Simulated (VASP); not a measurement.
Wanted: the native input for a VASP 6.6.1 run.

```
Task                   : relaxation of cell and atoms
Functional             : PBE
Potentials or basis    : VASP PAW PBE potentials, release 64 (Ti_sv, C)
Cutoff                 : 600 eV
k mesh                 : 20 × 20 × 20
Occupations            : gaussian, width 0.1 eV
Spin                   : no spin polarisation
Dipole correction      : no
Further INCAR settings : ALGO = Normal; EDIFF = 1e-06; IBRION = 2; EDIFFG = -0.01; NSW = 100; ISIF = 3
```

The structure of TiC lies in POSCAR:

```
TiC
1.0
    2.7075232973      0.0000000000      0.0000000000
    0.0000000000      2.7075232973      0.0000000000
    0.0000000000      0.0000000000      2.7075232973
Ti C
1 1
Direct
    0.0000000000      0.0000000000      0.0000000000
    0.5000000000      0.5000000000      0.5000000000
```

These files were run (other wordings do the same):

INCAR

```
SYSTEM = TiC
PREC = Accurate
ENCUT = 600
EDIFF = 1E-6
ISMEAR = 0
SIGMA = 0.1
LREAL = .False.
LASPH = .True.
NELM = 80
ALGO = Normal
ISIF = 3
LWAVE = .False.
LCHARG = .False.
GGA = PE
IBRION = 2
NSW = 100
EDIFFG = -0.01
```

KPOINTS

```
regular mesh
0
Gamma
  20 20 20
  0 0 0
```

Potentials or basis: VASP PAW PBE potentials, release 64 (Ti_sv, C).

The run is started by

```bash
$ cat potpaw_PBE.64/Ti_sv/POTCAR potpaw_PBE.64/C/POTCAR > POTCAR
$ mpirun -np 1 vasp_std > vasp.out
```

It gave:

```json
{"Relaxed volume": "9.97 Å³/atom", "Relaxed cell": "a = 2.711 Å, b = 2.711 Å, c = 2.711 Å, α = 90.00°, β = 90.00°, γ = 90.00°", "Space group after relaxing (to 0.05 Å)": "Pm-3m (No. 221)", "Energy gained by relaxing": "0.1 meV/atom", "Ionic steps": "3", "Pressure after relaxing": "-0.1 GPa", "Band gap on the k mesh": "zero (band 8 reaches 11.53 eV, above the bottom of band 9 at 9.27 eV)"}
```

It took 55 s on 1 thread of Intel(R) Xeon(R) 6975P-C (Granite Rapids), on a shared host, peak memory 0.22 GiB.
